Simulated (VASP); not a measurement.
# Ta (C2/c) in VASP: single point with PBE

Aim: the single point of Ta with PBE.

All numbers are computed with VASP 6.6.1; they aren't measurements. Logs are shortened: lines on timing, memory, paths and dates and some standing lists are left out, and cuts for length are marked.

### Step 1. The cell of the first run

The typed cell holds 2 atoms: a = 5.378 Å, b = 5.378 Å, c = 3.090 Å, α = 97.77°, β = 97.77°, γ = 147.63°.

### Step 2. Single point, PBE (20.92 Å³/atom)

INCAR reads:

```
PREC = Accurate
ENCUT = 520
EDIFF = 1E-6
ISMEAR = -1
SIGMA = 0.1
LREAL = False
LASPH = True
NELM = 80
ALGO = Normal
ISIF = 2
LWAVE = False
LCHARG = False
GGA = PE
NBANDS = 18
```

KPOINTS reads:

```
regular mesh
0
Gamma
  14 14 14
```

POSCAR reads:

```
Ta
1.0
   -3.6521020675      3.6523363650      1.4989623568
    3.6523363650     -3.6521020675      1.4989623568
    1.9106352644      1.9106352644     -1.4985332403
Ta
2
Direct
    0.9999557298      0.0000442702      1.0000000000
    0.7500442702      0.2499557298      0.5000000000
```

Potentials or basis: VASP PAW PBE potentials, release 64 (Ta_pv).

Run with:

```bash
$ cat potpaw_PBE.64/Ta_pv/POTCAR > POTCAR
$ mpirun -np 1 vasp_std > vasp.out
```

OUTCAR:

```text
PREC = Accurate
   ENCUT = 520
   EDIFF = 1E-6
   ISMEAR = -1
   LREAL = False
   LASPH = True
   NELM = 80
   ISIF = 2
   GGA = PE

 ion  position               nearest neighbor table
   1  1.000  0.000  0.000-   2 3.01   2 3.01   2 3.01   2 3.01
   2  0.750  0.250  0.500-   1 3.01   1 3.01   1 3.01   1 3.01

  LATTYP: Found a base centered monoclinic cell.
 ALAT       =     2.9979247319
 B/A-ratio  =     3.4457289027
 C/A-ratio  =     1.0306350648
 COS(beta)  =    -0.4849022278

  Lattice vectors:

 A1 = (  -3.6521020675,   3.6523363650,   1.4989623568)
 A2 = (   3.6523363650,  -3.6521020675,   1.4989623568)
 A3 = (   1.9106352644,   1.9106352644,  -1.4985332403)

Analysis of symmetry for initial positions (statically):
=====================================================================
 Subroutine PRICEL returns:
 Original cell was already a primitive cell.

 Routine SETGRP: Setting up the symmetry group for a
 base centered monoclinic supercell.

 Subroutine GETGRP returns: Found  4 space group operations
 (whereof  2 operations were pure point group operations)
 out of a pool of  4 trial point group operations.

The static configuration has the point symmetry C_2 .
 The point group associated with its full space group is C_2h.

Analysis of symmetry for dynamics (positions and initial velocities):
=====================================================================
 Subroutine PRICEL returns:
 Original cell was already a primitive cell.

 Routine SETGRP: Setting up the symmetry group for a
 base centered monoclinic supercell.

 Subroutine GETGRP returns: Found  4 space group operations
 (whereof  2 operations were pure point group operations)
 out of a pool of  4 trial point group operations.

The dynamic configuration has the point symmetry C_2 .
 The point group associated with its full space group is C_2h.

 Subroutine INISYM returns: Found  4 space group operations
 (whereof  2 operations are pure point group operations),
 and found     1 'primitive' translations

----------------------------------------------------------------------------------------

                                     Primitive cell

  volume of cell :      41.8420

  direct lattice vectors                    reciprocal lattice vectors
    -3.652102067  3.652336365  1.498962357     0.062349525  0.199252589  0.333543635
     3.652336365 -3.652102067  1.498962357     0.199252589  0.062349525  0.333543635
     1.910635264  1.910635264 -1.498533240     0.261677026  0.261677026 -0.000040902

  length of vectors
     5.378131514  5.378131514  3.089766350     0.393497667  0.393497667  0.370067201

  position of ions in fractional coordinates (direct lattice)
     0.999955730  0.000044270  1.000000000
     0.750044270  0.249955730  0.500000000

  ion indices of the primitive-cell ions
   primitive index   ion index
                 1           1
                 2           2

----------------------------------------------------------------------------------------

 KPOINTS: regular mesh

Automatic generation of k-mesh.
 Grid dimensions read from file:
 generate k-points for:   14   14   14

 Generating k-lattice:

  Cartesian coordinates                     Fractional coordinates (reciprocal lattice)
     0.004453538  0.014232328  0.023824545     0.071428571  0.000000000  0.000000000
     0.014232328  0.004453538  0.023824545     0.000000000  0.071428571  0.000000000
     0.018691216  0.018691216 -0.000002922     0.000000000  0.000000000  0.071428571

  Length of vectors
     0.028106976  0.028106976  0.026433372

  Shift w.r.t. Gamma in fractional coordinates (k-lattice)
     0.000000000  0.000000000  0.000000000

 Subroutine IBZKPT returns following result:
 ===========================================

 Found    744 irreducible k-points:

 Following reciprocal coordinates:
            Coordinates               Weight
  0.000000  0.000000  0.000000      1.000000
  0.071429 -0.000000 -0.000000      4.000000
  0.142857 -0.000000 -0.000000      4.000000
  0.214286 -0.000000 -0.000000      4.000000
  0.285714 -0.000000  0.000000      4.000000
  0.357143  0.000000 -0.000000      4.000000
[... 16 lines left out ...]
  0.214286  0.142857  0.000000      4.000000
  0.285714  0.142857  0.000000      4.000000
 [... further k-points ...]
   k-points           NKPTS =    744   k-points in BZ     NKDIM =    744   number of bands    NBANDS=     18
   number of dos      NEDOS =    301   number of ions     NIONS =      2
   total plane-waves  NPLWV =  38400
   dimension x,y,z NGX =    40 NGY =   40 NGZ =   24
   dimension x,y,z NGXF=    80 NGYF=   80 NGZF=   48
   ions per type =               2
   NGX,Y,Z   is equivalent  to a cutoff of  12.36, 12.36, 12.91 a.u.
   NGXF,Y,Z  is equivalent  to a cutoff of  24.73, 24.73, 25.83 a.u.
 SYSTEM =  unknown system
   PREC   = accura    normal or accurate (medium, high low for compatibility)
   ISTART =      0    job   : 0-new  1-cont  2-samecut
   ICHARG =      2    charge: 1-file 2-atom 10-const
   ISPIN  =      1    spin polarized calculation?
   LNONCOLLINEAR =      F non collinear calculations
   LSORBIT =      F    spin-orbit coupling
   LASPH  =      T    aspherical Exc in radial PAW
   ENCUT  =  520.0 eV  38.22 Ry    6.18 a.u.  10.00 10.00  5.74*2*pi/ulx,y,z
   NELM   =     80;   NELMIN=  2; NELMDL= -5     # of ELM steps
   EDIFF  = 0.1E-05   stopping-criterion for ELM
   LREAL  =      F    real-space projection
   EDIFFG = 0.1E-04   stopping-criterion for IOM
   NSW    =      0    number of steps for IOM
   IBRION =     -1    ionic relax: 0-MD 1-quasi-New 2-CG
   NFREE  =      0    steps in history (QN), initial steepest desc. (CG)
   ISIF   =      2    stress and relaxation
   ISYM   =      2    0-nonsym 1-usesym 2-fastsym
   POTIM  = 0.5000    time-step for ionic-motion
   TEBEG  =    0.0;   TEEND  =   0.0 temperature during run
   PSTRESS=    0.0 pullay stress
   NELECT =      22.0000    total number of electrons
   NUPDOWN=      -1.0000    fix difference up-down
   EMIN   =  10.00;   EMAX   =-10.00  energy-range for DOS
   EFERMI =   0.00;   METHOD = LEGACY
   ISMEAR =    -1;   SIGMA  =   0.10  broadening in eV -4-tet -1-fermi 0-gaus
   EFERMI_NEDOS =   21; number of points for ismear=-14 and -15
   IALGO  =     38    algorithm
   IMIX   =      4    mixing-type and parameters
     AMIX     =   0.40;   BMIX     =  1.00
     AMIX_MAG =   1.60;   BMIX_MAG =  1.00
  volume/ion in A,a.u.               =      20.92       141.18
  Fermi-wavevector in a.u.,A,eV,Ry     =   1.321331  2.496954 23.754636  1.745917
  Thomas-Fermi vector in A             =   2.451093
   LORBIT       =      0    0 simple, 1 ext, 2 COOP (PROOUT), +10 PAW based schemes
   GGA     = PE    functional components
   LHFCALC =     F    Hartree Fock is set to
   AEXX    =    0.0000 exact exchange contribution
   IVDW    =     0    specifies the selected vdW correction
   LEPSILON=     F    determine dielectric tensor
   LRPA    =     F    only Hartree local field effects (RPA)
 non-spin polarized calculation
  energy-cutoff  :      520.00
  volume of cell :       41.84
 maximum number of plane-waves:      1142
   NGX = 19   NGY = 19   NGZ = 11

 number of electron      22.0000001 magnetization

 Free energy of the ion-electron system (eV)
  ---------------------------------------------------
  ext. energy  EPLUGINS =         0.00000000
  ---------------------------------------------------
  free energy    TOTEN  =       -23.13986617 eV

  energy without entropy =      -23.05550220  energy(sigma->0) =      -23.09768419

 E-fermi :   4.5205     XC(G=0): -11.8615

 val. band max:        4.5124743811   @ k =  -0.2857   0.2857   0.2143
 cond. band min:       4.5211877182   @ k =  -0.1429   0.4286   0.2857
 fundamental gap:      0.0087133370
 Fermi energy:         4.5204597756

 k-point     1 :       0.0000    0.0000    0.0000
  band No.  band energies     occupation
      1     -30.0440      2.00000
      2     -29.4084      2.00000
      3     -29.3181      2.00000
      4     -29.3094      2.00000
      5     -29.3051      2.00000
      6     -29.2863      2.00000
[... 10 lines left out ...]
     17       8.1204      0.00000
     18       9.6756      0.00000

 k-point     2 :       0.0714   -0.0000   -0.0000
  band No.  band energies     occupation
      1     -30.0325      2.00000
      2     -29.4226      2.00000
      3     -29.3407      2.00000
      4     -29.3365      2.00000
      5     -29.3154      2.00000
      6     -29.2952      2.00000
[... 10 lines left out ...]
     17       8.4597      0.00000
     18       9.7062      0.00000

 k-point     3 :       0.1429   -0.0000   -0.0000
  band No.  band energies     occupation
      1     -30.0000      2.00000
      2     -29.4772      2.00000
      3     -29.4282      2.00000
      4     -29.3974      2.00000
      5     -29.3258      2.00000
      6     -29.3126      2.00000
[... 10 lines left out ...]
     17       8.9246      0.00000
     18       9.9474      0.00000

 k-point     4 :       0.2143   -0.0000   -0.0000
  band No.  band energies     occupation
      1     -29.9535      2.00000
      2     -29.5946      2.00000
      3     -29.5477      2.00000
      4     -29.4456      2.00000
      5     -29.3564      2.00000
      6     -29.3252      2.00000
[... 375 lines left out ...]
      4     -29.4884      2.00000
      5     -29.3786      2.00000
      6     -29.3272      2.00000
[... 10 lines left out ...]
     17       8.9332      0.00000
     18      11.5163      0.00000

 k-point    23 :       0.2143    0.1429    0.0000
  band No.  band energies     occupation
      1     -29.9301      2.00000
      2     -29.8213      2.00000
      3     -29.7718      2.00000
      4     -29.5219      2.00000
      5     -29.4082      2.00000
      6     -29.3441      2.00000
[... 10 lines left out ...]
     17       9.1739      0.00000
     18      11.7588      0.00000

 k-point    24 :       0.2857    0.1429    0.0000
  band No.  band energies     occupation
      1     -29.9837      2.00000
      2     -29.9019      2.00000
      3     -29.7542      2.00000
      4     -29.5432      2.00000
      5     -29.4324      2.00000
      6     -29.3664      2.00000
[... 10 lines left out ...]
     17       9.9283      0.00000
     18      11.5886      0.00000

 [... further k-points ...]

------------------------ aborting loop because EDIFF is reached ----------------------------------------

  FORCE on cell =-STRESS in cart. coord.  units (eV):
  Direction    XX          YY          ZZ          XY          YZ          ZX
  --------------------------------------------------------------------------------------
  -------------------------------------------------------------------------------------
  Total       -4.6174329     -4.6174329     -4.2967644     -0.1890997     -0.0016098     -0.0016098
  in kB     -176.8068992   -176.8068992   -164.5281299     -7.2408490     -0.0616407     -0.0616421
  external PRESSURE =    -172.7139761 kB  Pullay stress =       0.0000000 kB

 VOLUME and BASIS-vectors are now :
 -----------------------------------------------------------------------------
  energy-cutoff  :      520.00
  volume of cell :       41.84
      direct lattice vectors                 reciprocal lattice vectors
    -3.652102067  3.652336365  1.498962357     0.062349525  0.199252589  0.333543635
     3.652336365 -3.652102067  1.498962357     0.199252589  0.062349525  0.333543635
     1.910635264  1.910635264 -1.498533240     0.261677026  0.261677026 -0.000040902

 POSITION                                       TOTAL-FORCE (eV/Angst)
 -----------------------------------------------------------------------------------
     -3.65178      3.65201      1.49896        -0.003599      0.003599     -0.000000
     -0.87100      2.78187      0.74970         0.003599     -0.003599      0.000000
 -----------------------------------------------------------------------------------
    total drift:                               -0.000000     -0.000000      0.000000

  FREE ENERGIE OF THE ION-ELECTRON SYSTEM (eV)
  ---------------------------------------------------
  free  energy   TOTEN  =       -23.1398661714 eV

  energy  without entropy=      -23.0555022002  energy(sigma->0) =      -23.09768419
```

Run time: 8.1 min. Hardware: 1 thread of Intel Xeon Platinum 8259CL at 2.50GHz (Skylake/Cascade Lake), shared host; peak memory 0.55 GiB.

What came out:

| Quantity | Value |
| --- | --- |
| Free energy | -23.1399 eV |
| Pressure | -17.3 GPa |
| Largest force | 0.005 eV/Å |
| Band gap on the k mesh | zero (bands 11 and 12 overlap by 2.08 eV) |

Forces in eV/Å, atoms in the order of the input:
```
Ta  -0.004  0.004  0.000
Ta   0.004 -0.004  0.000
```

Levels at points of the mesh, in eV from the Fermi level:
```tsv
k point	band 7	band 8	band 9	band 10	band 11	band 12	band 13	band 14	band 15	band 16
(0.00, 0.00, 0.00)	-7.50	-4.09	-0.26	0.26	0.28	1.37	1.38	1.45	1.83	3.54
(0.50, 0.00, 0.00)	-3.66	-3.15	-2.49	-0.70	0.12	0.99	2.36	3.75	5.07	5.34
(0.50, 0.50, 0.00)	-5.70	-5.70	-0.81	-0.80	0.58	0.58	1.82	1.83	2.33	2.33
(0.00, 0.00, 0.50)	-3.08	-3.08	-1.47	-1.47	-0.86	-0.86	3.34	3.34	5.49	5.49
(0.50, 0.00, 0.50)	-3.66	-3.15	-2.48	-0.70	0.12	0.99	2.36	3.74	5.06	5.34
(0.50, 0.50, 0.50)	-3.87	-3.87	-1.67	-1.67	1.20	1.20	2.72	2.72	5.48	5.48
```

Caveat: the cell stands under tension; spin-orbit coupling is left out, which moves the levels of the heavy elements.
